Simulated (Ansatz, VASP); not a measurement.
Li2GeS3 in VASP and in Ansatz

Contents of INCAR:

```
SYSTEM = Li2GeS3
ALGO = Normal
EDIFF = 1E-6
ENCUT = 520
GGA = PE
ISIF = 2
ISMEAR = -1
IVDW = 12
LASPH = .TRUE.
LCHARG = .FALSE.
LREAL = Auto
LWAVE = .FALSE.
NBANDS = 94
NELM = 60
PREC = Accurate
SIGMA = 0.112
```

The input KPOINTS:

```
k-points
0
G
  3 3 3
  0 0 0
```

Contents of POSCAR:

```
Li2GeS3
1.0
    8.1492130000      0.2608840000     -0.3825630000
    0.2608840000      8.1074400000     -0.0781450000
   -0.3825630000     -0.0781450000      8.2274370000
Ge S Li
4 12 8
Direct
    0.4330995833      0.4755010319      0.4619179366
    0.1693088711      0.3302631375      0.2734338939
    0.8489708118      0.4021022896      0.2797591018
    0.3583098332      0.3905132579      0.8669850227
    0.6885823505      0.3804107834      0.0652244722
    0.1811612420      0.3107697758      0.6078624276
    0.9366284314      0.6652289727      0.2838477884
    0.8183892925      0.0124061772      0.7432987764
    0.0629978409      0.3937317937      0.9552190280
    0.5649868271      0.0500350551      0.7510575366
    0.1747888711      0.6315171704      0.2268331833
    0.6759890152      0.3662430791      0.5494515022
    0.1727759955      0.0423545701      0.5180226288
    0.8830495579      0.8841689631      0.9721808446
    0.5977002143      0.8916097961      0.2927101839
    0.3214658982      0.6146855209      0.7245955409
    0.5407756523      0.7322527046      0.0797786727
    0.7380086529      0.7847152743      0.5060308723
    0.1012085450      0.7095316737      0.9062073470
    0.9098332741      0.9989175591      0.3247544033
    0.6439728993      0.1018072261      0.1001370323
    0.4578051683      0.9607289144      0.5067230583
    0.7934897460      0.2684200327      0.8383742726
    0.1142980583      0.1537176384      0.8618306268
```

Input for Ansatz:

```yaml
crystal:
  lattice:
    - [8.149213, 0.260884, -0.382563]
    - [0.260884, 8.10744, -0.078145]
    - [-0.382563, -0.078145, 8.227437]
  atoms:
    - { symbol: Ge, position: [0.4330995833, 0.4755010319, 0.4619179366] }
    - { symbol: Ge, position: [0.1693088711, 0.3302631375, 0.2734338939] }
    - { symbol: Ge, position: [0.8489708118, 0.4021022896, 0.2797591018] }
    - { symbol: Ge, position: [0.3583098332, 0.3905132579, 0.8669850227] }
    - { symbol: S, position: [0.6885823505, 0.3804107834, 0.0652244722] }
    - { symbol: S, position: [0.181161242, 0.3107697758, 0.6078624276] }
    - { symbol: S, position: [0.9366284314, 0.6652289727, 0.2838477884] }
    - { symbol: S, position: [0.8183892925, 0.0124061772, 0.7432987764] }
    - { symbol: S, position: [0.0629978409, 0.3937317937, 0.955219028] }
    - { symbol: S, position: [0.5649868271, 0.0500350551, 0.7510575366] }
    - { symbol: S, position: [0.1747888711, 0.6315171704, 0.2268331833] }
    - { symbol: S, position: [0.6759890152, 0.3662430791, 0.5494515022] }
    - { symbol: S, position: [0.1727759955, 0.0423545701, 0.5180226288] }
    - { symbol: S, position: [0.8830495579, 0.8841689631, 0.9721808446] }
    - { symbol: S, position: [0.5977002143, 0.8916097961, 0.2927101839] }
    - { symbol: S, position: [0.3214658982, 0.6146855209, 0.7245955409] }
    - { symbol: Li, position: [0.5407756523, 0.7322527046, 0.0797786727] }
    - { symbol: Li, position: [0.7380086529, 0.7847152743, 0.5060308723] }
    - { symbol: Li, position: [0.101208545, 0.7095316737, 0.906207347] }
    - { symbol: Li, position: [0.9098332741, 0.9989175591, 0.3247544033] }
    - { symbol: Li, position: [0.6439728993, 0.1018072261, 0.1001370323] }
    - { symbol: Li, position: [0.4578051683, 0.9607289144, 0.5067230583] }
    - { symbol: Li, position: [0.793489746, 0.2684200327, 0.8383742726] }
    - { symbol: Li, position: [0.1142980583, 0.1537176384, 0.8618306268] }
basis:
  ecutwfc: 420
kpoints:
  mp_grid: { grid: [3, 3, 3] }
hamiltonian:
  xc: pbe
  dispersion: d3bj
scf:
  occupations: { method: fermi_dirac, width: 0.112 }
output:
  forces: true
  stress: true
  eigenvalues: true
  populations: true
  write_density: true
  write_potential: true
  elf: true
  volumetric_format: npy
```

Alike in both runs: task single point; functional PBE; dispersion D3(BJ); k mesh 3 × 3 × 3; occupations fermi-dirac, width 0.112 eV; no spin polarisation.

```csv
,VASP,Ansatz
version,VASP 6.6.1,Ansatz 0.2.0
potentials or method,"VASP PAW PBE potentials, release 64 (Ge_d, S, Li_sv), cutoff 520 eV","scalar-relativistic, plane waves, PAW"
valence electrons in the cell,152,152
```

```csv
,VASP,Ansatz,Ansatz less VASP
gap on the k mesh at the Fermi level (eV),0.75,0.75,-0.003
least direct gap on the mesh (eV),0.85,0.85,-0.003
rms of the force components (eV/Å),0.731,0.736,+0.0050
```

Atom by atom the forces differ by 0.035 eV/Å (rms over components). Ansatz's warnings: dispersion switch in reach.

Noted on VASP's run: the cutoff is short for stress, so the pressure is rough.
